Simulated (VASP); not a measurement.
# KLu2Al3 (P6/mmm) in VASP: further runs

The runs below take KLu2Al3 through single point, relaxation of cell and atoms, with PBE.

All numbers are computed with VASP 6.6.1; they aren't measurements. Logs are shortened: lines on timing, memory, paths and dates and some standing lists are left out, and cuts for length are marked.

### Step 1. The cell of the first run

The structure is hexagonal, space group P6/mmm (No. 191). The conventional cell has a = 5.665 Å, b = 5.665 Å, c = 4.602 Å, α = 90.00°, β = 90.00°, γ = 120.00°. Within 4.3 Å of K (site symmetry 6/mmm) lie 6 Lu at 3.27 Å and 12 Al at 3.65 Å. Lu (site symmetry -6m2) has 6 Al at 2.82 Å and 3 Lu at 3.27 Å and 3 K at 3.27 Å within 3.7 Å. Within 3.7 Å of Al (site symmetry mmm) lie 4 Lu at 2.82 Å and 4 Al at 2.83 Å and 4 K at 3.65 Å.

The cell was generated, and may not be a known phase.

### Step 2. Single point, PBE

File INCAR:

```
PREC = Accurate ; ENCUT = 600
EDIFF = 1E-6 ; ISMEAR = 0
SIGMA = 0.1 ; LREAL = False
LASPH = True ; NELM = 120
ALGO = Normal ; ISIF = 2
LWAVE = False ; LCHARG = False
GGA = PE ; NBANDS = 43
GGA_COMPAT = False
```

File KPOINTS:

```
regular mesh
0
Gamma
  6 6 4
```

File POSCAR:

```
KLu2Al3
1.0
    5.6646374600      0.0000000000      0.0000000000
   -2.8323187300      4.9057199400      0.0000000000
    0.0000000000      0.0000000000      4.6019456800
K Lu Al
1 2 3
Direct
    0.0000000000      0.0000000000      0.0000000000
    0.3333333300      0.6666666700      0.0000000000
    0.6666666700      0.3333333300      0.0000000000
    0.5000000000      0.0000000000      0.5000000000
    0.5000000000      0.5000000000      0.5000000000
    0.0000000000      0.5000000000      0.5000000000
```

Potentials or basis: VASP PAW PBE potentials, release 64 (K_sv, Lu, Al).

Started as:

```bash
cat potpaw_PBE.64/K_sv/POTCAR potpaw_PBE.64/Lu/POTCAR potpaw_PBE.64/Al/POTCAR > POTCAR
mpirun -np 1 vasp_std > vasp.out
```

OUTCAR:

```text
PREC = Accurate
   ENCUT = 600
   EDIFF = 1E-6
   ISMEAR = 0
   LREAL = False
   LASPH = True
   NELM = 120
   ISIF = 2
   GGA = PE

 ion  position               nearest neighbor table
   1  0.000  0.000  0.000-   2 3.27   3 3.27   2 3.27   3 3.27   3 3.27   2 3.27
   2  0.333  0.667  0.000-   4 2.82   4 2.82   6 2.82   6 2.82   5 2.82   5 2.82   3 3.27   1 3.27
                             3 3.27   1 3.27   1 3.27   3 3.27
   3  0.667  0.333  0.000-   4 2.82   4 2.82   6 2.82   6 2.82   5 2.82   5 2.82   2 3.27   1 3.27
                             2 3.27   1 3.27   1 3.27   2 3.27
   4  0.500  0.000  0.500-   2 2.82   3 2.82   2 2.82   3 2.82   5 2.83   6 2.83   5 2.83   6 2.83

   5  0.500  0.500  0.500-   2 2.82   3 2.82   2 2.82   3 2.82   4 2.83   4 2.83   6 2.83   6 2.83

   6  0.000  0.500  0.500-   2 2.82   3 2.82   2 2.82   3 2.82   4 2.83   4 2.83   5 2.83   5 2.83

  LATTYP: Found a hexagonal cell.
 ALAT       =     5.6646374600
 C/A-ratio  =     0.8123989774

  Lattice vectors:

 A1 = (   5.6646374600,   0.0000000000,   0.0000000000)
 A2 = (  -2.8323187300,   4.9057199400,   0.0000000000)
 A3 = (   0.0000000000,   0.0000000000,   4.6019456800)

Analysis of symmetry for initial positions (statically):
=====================================================================
 Subroutine PRICEL returns:
 Original cell was already a primitive cell.

 Routine SETGRP: Setting up the symmetry group for a
 hexagonal supercell.

 Subroutine GETGRP returns: Found 24 space group operations
 (whereof 24 operations were pure point group operations)
 out of a pool of 24 trial point group operations.

The static configuration has the point symmetry D_6h.

Analysis of symmetry for dynamics (positions and initial velocities):
=====================================================================
 Subroutine PRICEL returns:
 Original cell was already a primitive cell.

 Routine SETGRP: Setting up the symmetry group for a
 hexagonal supercell.

 Subroutine GETGRP returns: Found 24 space group operations
 (whereof 24 operations were pure point group operations)
 out of a pool of 24 trial point group operations.

The dynamic configuration has the point symmetry D_6h.

 Subroutine INISYM returns: Found 24 space group operations
 (whereof 24 operations are pure point group operations),
 and found     1 'primitive' translations

----------------------------------------------------------------------------------------

                                     Primitive cell

  volume of cell :     127.8840

  direct lattice vectors                    reciprocal lattice vectors
     5.664637460  0.000000000  0.000000000     0.176533804  0.101921839  0.000000000
    -2.832318730  4.905719940  0.000000000     0.000000000  0.203843679  0.000000000
     0.000000000  0.000000000  4.601945680     0.000000000  0.000000000  0.217299392

  length of vectors
     5.664637460  5.664637457  4.601945680     0.203843679  0.203843679  0.217299392

  position of ions in fractional coordinates (direct lattice)
     0.000000000  0.000000000  0.000000000
     0.333333330  0.666666670  0.000000000
     0.666666670  0.333333330  0.000000000
     0.500000000  0.000000000  0.500000000
     0.500000000  0.500000000  0.500000000
     0.000000000  0.500000000  0.500000000

  ion indices of the primitive-cell ions
   primitive index   ion index
                 1           1
                 2           2
                 3           3
                 4           4
                 5           5
                 6           6

----------------------------------------------------------------------------------------

 KPOINTS: regular mesh

Automatic generation of k-mesh.
 Grid dimensions read from file:
 generate k-points for:    6    6    4

 Generating k-lattice:

  Cartesian coordinates                     Fractional coordinates (reciprocal lattice)
     0.029422301  0.016986973  0.000000000     0.166666667  0.000000000  0.000000000
     0.000000000  0.033973946  0.000000000     0.000000000  0.166666667  0.000000000
     0.000000000  0.000000000  0.054324848     0.000000000  0.000000000  0.250000000

  Length of vectors
     0.033973946  0.033973946  0.054324848

  Shift w.r.t. Gamma in fractional coordinates (k-lattice)
     0.000000000  0.000000000  0.000000000

 Subroutine IBZKPT returns following result:
 ===========================================

 Found     21 irreducible k-points:

 Following reciprocal coordinates:
            Coordinates               Weight
  0.000000  0.000000  0.000000      1.000000
  0.166667 -0.000000  0.000000      6.000000
  0.333333  0.000000  0.000000      6.000000
  0.500000 -0.000000  0.000000      3.000000
  0.166667  0.166667  0.000000      6.000000
  0.333333  0.166667  0.000000     12.000000
[... 13 lines left out ...]
  0.333333  0.166667  0.500000     12.000000
  0.333333  0.333333  0.500000      2.000000
[... 40 lines left out ...]
  Fermi-wavevector in a.u.,A,eV,Ry     =   1.326292  2.506328 23.933320  1.759049
  Thomas-Fermi vector in A             =   2.455689
   LORBIT       =      0    0 simple, 1 ext, 2 COOP (PROOUT), +10 PAW based schemes
   GGA     = PE    functional components
   LHFCALC =     F    Hartree Fock is set to
   AEXX    =    0.0000 exact exchange contribution
   IVDW    =     0    specifies the selected vdW correction
   LEPSILON=     F    determine dielectric tensor
   LRPA    =     F    only Hartree local field effects (RPA)
 non-spin polarized calculation
 Gauss-broadening in eV      SIGMA  =   0.10
  energy-cutoff  :      600.00
  volume of cell :      127.88
 maximum number of plane-waves:      4315
 NGX is ok and might be reduce to    48
   NGX = 23   NGY = 23   NGZ = 19

 number of electron      68.0000000 magnetization

 Free energy of the ion-electron system (eV)
  ---------------------------------------------------
  ext. energy  EPLUGINS =         0.00000000
  ---------------------------------------------------
  free energy    TOTEN  =       -19.40477907 eV

  energy without entropy =      -19.37770847  energy(sigma->0) =      -19.39124377

 E-fermi :   4.0702     XC(G=0): -10.2200

 val. band max:        4.0336351679   @ k =   0.1667  -0.0000   0.0000
 cond. band min:       4.0935603226   @ k =   0.0000   0.0000   0.0000
 fundamental gap:      0.0599251548
 Fermi energy:         4.0701679099

 k-point     1 :       0.0000    0.0000    0.0000
  band No.  band energies     occupation
      1     -51.3198      2.00000
      2     -51.2877      2.00000
      3     -26.3190      2.00000
      4     -22.2344      2.00000
      5     -22.2344      2.00000
      6     -22.0994      2.00000
[... 35 lines left out ...]
     42       8.1340      0.00000
     43       8.1340      0.00000

 k-point     2 :       0.1667   -0.0000    0.0000
  band No.  band energies     occupation
      1     -51.3179      2.00000
      2     -51.2896      2.00000
      3     -26.3200      2.00000
      4     -22.2420      2.00000
      5     -22.2197      2.00000
      6     -22.0942      2.00000
[... 35 lines left out ...]
     42       8.0506      0.00000
     43       8.3290      0.00000

 k-point     3 :       0.3333    0.0000    0.0000
  band No.  band energies     occupation
      1     -51.3130      2.00000
      2     -51.2945      2.00000
      3     -26.3221      2.00000
      4     -22.2561      2.00000
      5     -22.1799      2.00000
      6     -22.0807      2.00000
[... 35 lines left out ...]
     42       8.7925      0.00000
     43       8.8142      0.00000

 k-point     4 :       0.5000   -0.0000    0.0000
  band No.  band energies     occupation
      1     -51.3091      2.00000
      2     -51.2984      2.00000
      3     -26.3232      2.00000
      4     -22.2628      2.00000
      5     -22.1496      2.00000
      6     -22.0700      2.00000
[... 725 lines left out ...]
     42       8.2714      0.00000
     43       8.9323      0.00000

 k-point    20 :       0.3333    0.1667    0.5000
  band No.  band energies     occupation
      1     -51.3089      2.00000
      2     -51.2982      2.00000
      3     -26.3212      2.00000
      4     -22.2581      2.00000
      5     -22.1407      2.00000
      6     -22.0953      2.00000
[... 35 lines left out ...]
     42       8.0989      0.00000
     43       9.1946      0.00000

 k-point    21 :       0.3333    0.3333    0.5000
  band No.  band energies     occupation
      1     -51.3036      2.00000
      2     -51.3036      2.00000
      3     -26.3218      2.00000
      4     -22.2601      2.00000
      5     -22.0792      2.00000
      6     -22.0792      2.00000
[... 35 lines left out ...]
     42       8.7348      0.00000
     43       8.7348      0.00000

------------------------ aborting loop because EDIFF is reached ----------------------------------------

  FORCE on cell =-STRESS in cart. coord.  units (eV):
  Direction    XX          YY          ZZ          XY          YZ          ZX
  --------------------------------------------------------------------------------------
  -------------------------------------------------------------------------------------
  Total       11.0455620     11.0455620     16.2794550     -0.0000000     -0.0000000      0.0000000
  in kB      138.3827771    138.3827769    203.9548728     -0.0000000     -0.0000000      0.0000000
  external PRESSURE =     160.2401423 kB  Pullay stress =       0.0000000 kB

 VOLUME and BASIS-vectors are now :
 -----------------------------------------------------------------------------
  energy-cutoff  :      600.00
  volume of cell :      127.88
      direct lattice vectors                 reciprocal lattice vectors
     5.664637460  0.000000000  0.000000000     0.176533804  0.101921839  0.000000000
    -2.832318730  4.905719940  0.000000000     0.000000000  0.203843679  0.000000000
     0.000000000  0.000000000  4.601945680     0.000000000  0.000000000  0.217299392

 POSITION                                       TOTAL-FORCE (eV/Angst)
 -----------------------------------------------------------------------------------
      0.00000      0.00000      0.00000         0.000000      0.000000     -0.000000
     -0.00000      3.27048      0.00000         0.000000     -0.000000      0.000000
      2.83232      1.63524      0.00000        -0.000000      0.000000     -0.000000
      2.83232      0.00000      2.30097         0.000000      0.000000     -0.000000
      1.41616      2.45286      2.30097         0.000000      0.000000     -0.000000
     -1.41616      2.45286      2.30097         0.000000      0.000000     -0.000000
 -----------------------------------------------------------------------------------
    total drift:                               -0.000000      0.000000     -0.000000

  FREE ENERGIE OF THE ION-ELECTRON SYSTEM (eV)
  ---------------------------------------------------
  free  energy   TOTEN  =       -19.4047790655 eV

  energy  without entropy=      -19.3777084700  energy(sigma->0) =      -19.39124377
```

Wall time 4.9 min (1 thread of Oxide Virtual Turin-like, shared host); peak memory 0.35 GiB.

What came out:

```
Free energy            : -19.4048 eV
Pressure               : 16.0 GPa
Band gap on the k mesh : zero (bands 34 and 35 overlap by 0.67 eV)
```

Stress tensor (GPa, compression positive):
```
13.84  0.00  0.00
 0.00 13.84  0.00
 0.00  0.00 20.40
```

Levels at points of the mesh, in eV from the Fermi level:
```tsv
k point	band 32	band 33	band 34	band 35	band 36	band 37
(0.00, 0.00, 0.00)	-0.98	-0.98	-0.21	-0.21	0.02	2.01
(0.50, 0.00, 0.00)	-0.51	-0.32	-0.22	-0.14	0.47	1.39
(0.00, 0.00, 0.50)	-1.32	-1.32	0.20	0.20	1.43	1.53
(0.50, 0.00, 0.50)	-1.69	0.11	0.26	1.08	1.26	2.21
```

Caveat: the stress differs along the axes, from 14 to 20 GPa; spin-orbit coupling is left out, which moves the levels of the heavy elements.

### Step 3. Single point, PBE

This run uses another cell than the first one, of 27.01 Å³/atom.

File INCAR:

```
  PREC = Accurate
  ENCUT = 600
  EDIFF = 1E-6
  ISMEAR = 0
  SIGMA = 0.1
  LREAL = F
  LASPH = T
  NELM = 120
  ALGO = Normal
  ISIF = 2
  LWAVE = F
  LCHARG = T
  GGA = PE
  LELF = T
  LVHAR = T
  NBANDS = 43
  GGA_COMPAT = F
```

File KPOINTS:

```
Automatic mesh
0
Gamma
  6 6 4
```

File POSCAR:

```
KLu2Al3
1.0
    6.1468229182      0.0000000000      0.0000000000
   -3.0734114591      5.3233047997      0.0000000000
    0.0000000000      0.0000000000      4.9530440570
K Lu Al
1 2 3
Direct
    0.0000000000      0.0000000000      0.0000000000
    0.3333333333      0.6666666667      0.0000000000
    0.6666666667      0.3333333333      0.0000000000
    0.5000000000      0.0000000000      0.5000000000
    0.5000000000      0.5000000000      0.5000000000
    0.0000000000      0.5000000000      0.5000000000
```

Potentials or basis: VASP PAW PBE potentials, release 64 (K_sv, Lu, Al).

Started as:

```bash
cat potpaw_PBE.64/K_sv/POTCAR potpaw_PBE.64/Lu/POTCAR potpaw_PBE.64/Al/POTCAR > POTCAR
mpirun -np 1 vasp_std > vasp.out
```

Run time: 7.5 min. Hardware: 1 thread of Oxide Virtual Turin-like, shared host; peak memory 0.39 GiB.

The run converged. Its results:

| Property | Result |
| --- | --- |
| Free energy | -20.8595 eV |
| Pressure | 0.5 GPa |
| Band gap on the k mesh | zero (bands 34 and 35 overlap by 0.61 eV) |

Levels at points of the mesh, in eV from the Fermi level:
| k point | band 30 | band 31 | band 32 | band 33 | band 34 | band 35 | band 36 | band 37 | band 38 | band 39 |
| --- | --- | --- | --- | --- | --- | --- | --- | --- | --- | --- |
| (0.00, 0.00, 0.00) | -2.48 | -1.02 | -0.76 | -0.76 | -0.22 | 0.06 | 0.06 | 2.16 | 2.32 | 2.32 |
| (0.50, 0.00, 0.00) | -1.95 | -0.28 | -0.27 | -0.19 | -0.09 | -0.02 | 0.61 | 1.42 | 2.29 | 2.51 |
| (0.00, 0.00, 0.50) | -2.77 | -1.86 | -0.82 | -0.82 | 0.00 | 0.00 | 1.21 | 1.39 | 1.39 | 1.58 |
| (0.50, 0.00, 0.50) | -2.91 | -2.14 | -1.31 | 0.08 | 0.30 | 1.13 | 1.29 | 1.90 | 2.12 | 2.17 |

Caveat: spin-orbit coupling is left out, which moves the levels of the heavy elements.

### Step 4. Single point, PBE

This run uses another cell than the first one, of 27.57 Å³/atom.

File INCAR:

```
PREC = Accurate
ENCUT = 600
EDIFF = 1E-6
ISMEAR = 0
SIGMA = 0.1
LREAL = F
LASPH = T
NELM = 120
ALGO = Normal
ISIF = 2
LWAVE = F
LCHARG = F
GGA = PE
NBANDS = 43
GGA_COMPAT = F
```

File KPOINTS:

```
Automatic mesh
0
Gamma
  6 6 8
```

POSCAR: that of step 3 with these lines changed.

```diff
@@ -2,5 +2,5 @@
 1.0
-    6.1468229182      0.0000000000      0.0000000000
-   -3.0734114591      5.3233047997      0.0000000000
-    0.0000000000      0.0000000000      4.9530440570
+    6.2418951190      0.0000000000      0.0000000000
+   -3.1209475595      5.4056397408      0.0000000000
+    0.0000000000      0.0000000000      4.9019734873
 K Lu Al
```

Started as:

```bash
cat potpaw_PBE.64/K_sv/POTCAR potpaw_PBE.64/Lu/POTCAR potpaw_PBE.64/Al/POTCAR > POTCAR
mpirun -np 1 vasp_std > vasp.out
```

It took 11 min on 1 thread of Oxide Virtual Turin-like, shared host; peak memory 0.46 GiB.

The run converged. Its results:

* Free energy: -20.9094 eV
* Pressure: 0.1 GPa
* Band gap on the k mesh: zero (bands 34 and 35 overlap by 0.60 eV)

Levels at points of the mesh, in eV from the Fermi level:
| k point | band 31 | band 32 | band 33 | band 34 | band 35 | band 36 | band 37 | band 38 |
| --- | --- | --- | --- | --- | --- | --- | --- | --- |
| (0.00, 0.00, 0.00) | -0.92 | -0.82 | -0.82 | -0.11 | 0.06 | 0.06 | 2.11 | 2.31 |
| (0.50, 0.00, 0.00) | -0.24 | -0.23 | -0.11 | -0.08 | -0.04 | 0.53 | 1.31 | 2.32 |
| (0.00, 0.00, 0.50) | -1.86 | -0.86 | -0.86 | -0.07 | -0.07 | 1.18 | 1.35 | 1.35 |
| (0.50, 0.00, 0.50) | -2.14 | -1.33 | 0.01 | 0.33 | 0.99 | 1.13 | 1.87 | 2.18 |

Caveat: spin-orbit coupling is left out, which moves the levels of the heavy elements.

### Step 5. Relaxation of cell and atoms, PBE

File INCAR:

```
  PREC = Accurate
  ENCUT = 600
  EDIFF = 1E-7
  ISMEAR = 0
  SIGMA = 0.1
  LREAL = False
  LASPH = True
  NELM = 120
  ALGO = Normal
  ISIF = 3
  LWAVE = False
  LCHARG = False
  GGA = PE
  IBRION = 2
  NSW = 90
  EDIFFG = -0.04
  GGA_COMPAT = False
  NELMIN = 4
```

File KPOINTS:

```
regular mesh
0
Gamma
  6 6 4
```

File POSCAR:

```
KLu2Al3
1.0
    5.6646374600      0.0000000000      0.0000000000
   -2.8323187300      4.9057199400      0.0000000000
    0.0000000000      0.0000000000      4.6019456800
K Lu Al
1 2 3
Direct
    0.0000000000      0.0000000000      0.0000000000
    0.3333333300      0.6666666700      0.0000000000
    0.6666666700      0.3333333300      0.0000000000
    0.5000000000      0.0000000000      0.5000000000
    0.5000000000      0.5000000000      0.5000000000
    0.0000000000      0.5000000000      0.5000000000
```

Started as:

```bash
cat potpaw_PBE.64/K_sv/POTCAR potpaw_PBE.64/Lu/POTCAR potpaw_PBE.64/Al/POTCAR > POTCAR
mpirun -np 1 vasp_std > vasp.out
```

It took 30 min on 1 thread of Oxide Virtual Turin-like, shared host; peak memory 0.35 GiB.

Results (log left out):

| Item | Value |
| --- | --- |
| Free energy | -20.8573 eV |
| Relaxed volume | 27.30 Å³/atom |
| Relaxed cell | a = 6.178 Å, b = 6.178 Å, c = 4.956 Å, α = 90.00°, β = 90.00°, γ = 120.00° |
| Space group after relaxing (to 0.1 Å) | P6/mmm (No. 191) |
| Energy gained by relaxing | 242.1 meV/atom |
| Ionic steps | 6 |
| Pressure after relaxing | 0.0 GPa |
| Band gap on the k mesh | zero (bands 34 and 35 overlap by 0.61 eV) |

The path:
```
step  energy change (eV)  largest force (eV/Å)  pressure (GPa)  volume (Å³)
   1              0.0000                0.0000           15.95       127.88
   2             -1.3124                0.0000           -2.26       171.24
   3             -1.4067                0.0000            0.38       160.08
   4             -1.4067                0.0000            0.19       160.78
   5             -1.4445                0.0000            0.08       162.52
   6             -1.4526                0.0000            0.05       163.82
```

Final structure:
```cif
data_structure
_symmetry_space_group_name_H-M 'P 1'
_symmetry_Int_Tables_number 1
_cell_length_a 6.1784
_cell_length_b 6.1784
_cell_length_c 4.9556
_cell_angle_alpha 90.000
_cell_angle_beta 90.000
_cell_angle_gamma 120.000
_cell_volume 163.82
loop_
_atom_site_label
_atom_site_type_symbol
_atom_site_fract_x
_atom_site_fract_y
_atom_site_fract_z
_atom_site_occupancy
K1 K 0.00000 0.00000 0.00000 1
Lu1 Lu 0.33333 0.66667 0.00000 1
Lu2 Lu 0.66667 0.33333 0.00000 1
Al1 Al 0.50000 0.00000 0.50000 1
Al2 Al 0.50000 0.50000 0.50000 1
Al3 Al 0.00000 0.50000 0.50000 1
```

Levels at points of the mesh, in eV from the Fermi level:
```tsv
k point	band 31	band 32	band 33	band 34	band 35	band 36	band 37	band 38
(0.00, 0.00, 0.00)	-0.99	-0.76	-0.76	-0.20	0.07	0.07	2.16	2.33
(0.50, 0.00, 0.00)	-0.26	-0.25	-0.17	-0.08	-0.01	0.60	1.41	2.29
(0.00, 0.00, 0.50)	-1.84	-0.80	-0.80	-0.01	-0.01	1.20	1.38	1.38
(0.50, 0.00, 0.50)	-2.13	-1.29	0.07	0.32	1.12	1.27	1.89	2.13
```

Caveat: the volume moved by over 15 % at a fixed basis, so the end points are rough; spin-orbit coupling is left out, which moves the levels of the heavy elements.

### Step 6. The runs side by side

| task | cell | k mesh | gap on the mesh (eV) | pressure (GPa) |
| --- | --- | --- | --- | --- |
| single point | a = 5.665, b = 5.665, c = 4.602 Å, angles 90.0, 90.0, 120.0°, 6 atoms | 6 × 6 × 4 | none | 16.0 |
| single point | a = 6.147, b = 6.147, c = 4.953 Å, angles 90.0, 90.0, 120.0°, 6 atoms | 6 × 6 × 4 | none | 0.5 |
| single point | a = 6.242, b = 6.242, c = 4.902 Å, angles 90.0, 90.0, 120.0°, 6 atoms | 6 × 6 × 8 | none | 0.1 |
| relaxation of cell and atoms | relaxed from a = 5.665, b = 5.665, c = 4.602 Å, angles 90.0, 90.0, 120.0°, 6 atoms | 6 × 6 × 4 | none | 0.0 |

Alike in all rows: level PBE; potentials or basis VASP PAW PBE potentials, release 64 (K_sv, Lu, Al); no spin polarisation; cutoff (eV) 600; smearing gaussian 0.1 eV.

Caveats: spin-orbit coupling is left out, which moves the levels of the heavy elements; the stress differs along the axes, from 14 to 20 GPa (at least some runs); the volume moved by over 15 % at a fixed basis, so the end points are rough (at least some runs).

Absolute energies hang on the potentials; compare differences alone.

The gap in the log of VASP goes by the Fermi energy; the results here count the filled bands.